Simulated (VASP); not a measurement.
Wanted: the native input for a VASP 6.6.1 run.

```
Task                   : single point
Functional             : PBE
Potentials or basis    : VASP PAW PBE potentials, release 64 (Ag, Cl)
Cutoff                 : 520 eV
k mesh                 : 8 × 8 × 8
Occupations            : gaussian, width 0.05 eV
Spin                   : no spin polarisation
Dipole correction      : no
Further INCAR settings : ALGO = Normal; EDIFF = 1e-06; NBANDS = 16
```

The structure of AgCl lies in POSCAR:

```
AgCl
1.0
    0.0000000000      2.6622240000      2.5512980000
    2.6622240000      0.0000000000      2.5512980000
    2.6622240000      2.6622240000      0.0000000000
Ag Cl
1 1
Direct
    0.5000000000      0.5000000000      0.5000000000
    0.0000000000      0.0000000000      0.0000000000
```

This cell differs from its parent crystal: strain -0.040 along x and y, -0.080 along z.

One way to write it, as run:

INCAR

```
SYSTEM = AgCl
  PREC = Accurate
  ENCUT = 520
  EDIFF = 1E-6
  ISMEAR = 0
  SIGMA = 0.05
  LREAL = .FALSE.
  LASPH = .TRUE.
  NELM = 60
  ALGO = Normal
  ISIF = 2
  LWAVE = .FALSE.
  LCHARG = .FALSE.
  GGA = PE
  NBANDS = 16
```

KPOINTS

```
regular mesh
0
G
  8 8 8
  0 0 0
```

Potentials or basis: VASP PAW PBE potentials, release 64 (Ag, Cl).

Command:

```bash
$ cat potpaw_PBE.64/Ag/POTCAR potpaw_PBE.64/Cl/POTCAR > POTCAR
$ mpirun -np 1 vasp_std > vasp.out
```

Results of the run:

The pressure is 14.3 GPa and the band gap on the k mesh is 0.80 eV, indirect (least direct gap 3.56 eV).

Caveat: the cell differs from its parent crystal (strain -0.040 along x and y, -0.080 along z).

It took 23 s on 1 thread of Intel(R) Xeon(R) Platinum 8259CL CPU @ 2.50GHz (Skylake/Cascade Lake), with other jobs on the host, peak memory 0.18 GiB.
